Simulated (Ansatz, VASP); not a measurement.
**Two plane-wave programs on AlN**

File INCAR:

```
PREC = Accurate ; ENCUT = 520
EDIFF = 1E-6 ; ISMEAR = 0
SIGMA = 0.05 ; LREAL = False
LASPH = True ; NELM = 60
ALGO = Normal ; ISIF = 2
LWAVE = False ; LCHARG = False
GGA = CA ; NBANDS = 16
```

The input KPOINTS:

```
regular mesh
0
Gamma
  9 9 6
```

The input POSCAR:

```
AlN
1.0
    3.0643371193      0.0000000000      0.0000000000
   -1.5321685597      2.6537937911      0.0000000000
    0.0000000000      0.0000000000      5.0526700000
Al N
2 2
Direct
    0.3333333333      0.6666666667      0.0000000000
    0.6666666667      0.3333333333      0.5000000000
    0.3333333333      0.6666666667      0.3850000000
    0.6666666667      0.3333333333      0.8850000000
```

Input for Ansatz:

```yaml
crystal:
  lattice:
    - [3.0643371193, 0.0, 0.0]
    - [-1.5321685597, 2.6537937911, 0.0]
    - [0.0, 0.0, 5.05267]
  atoms:
    - { symbol: Al, position: [0.3333333333, 0.6666666667, 0.0] }
    - { symbol: Al, position: [0.6666666667, 0.3333333333, 0.5] }
    - { symbol: "N", position: [0.3333333333, 0.6666666667, 0.385] }
    - { symbol: "N", position: [0.6666666667, 0.3333333333, 0.885] }
basis:
  ecutwfc: 420
kpoints:
  mp_grid: { grid: [9, 9, 6] }
hamiltonian:
  xc: lda
scf:
  occupations: { method: gaussian, width: 0.05 }
output:
  forces: true
  stress: true
  eigenvalues: true
```

Change from the starting cell: strain -0.015 along x and y, +0.015 along z, atoms carried along.

Alike in both runs: task single point; functional LDA; k mesh 9 × 9 × 6; occupations gaussian, width 0.05 eV; no spin polarisation.

```csv
,VASP,Ansatz
version,VASP 6.6.1,Ansatz 0.2.0
potentials or method,"VASP PAW LDA potentials, release 64 (Al, N), cutoff 520 eV","scalar-relativistic, plane waves, PAW"
valence electrons in the cell,16,16
```

Ansatz gave:

```
gap on the k mesh at the Fermi level (eV)                     : 4.38
least direct gap on the mesh (eV)                             : 4.38
pressure (GPa)                                                : -0.6
traceless stress, the component that is largest in VASP (GPa) : -9.00
rms of the force components (eV/Å)                            : 0.276
```

Problem. Which values does VASP return?

Solution. gap on the k mesh at the Fermi level (eV): 4.39; least direct gap on the mesh (eV): 4.39; pressure (GPa): 0.0; traceless stress, the component that is largest in VASP (GPa): -9.22; rms of the force components (eV/Å): 0.285.

LDA's correlation is that of Perdew and Zunger in VASP and of Perdew and Wang (1992) in Ansatz. Atom by atom the forces differ by 0.009 eV/Å (rms over components).
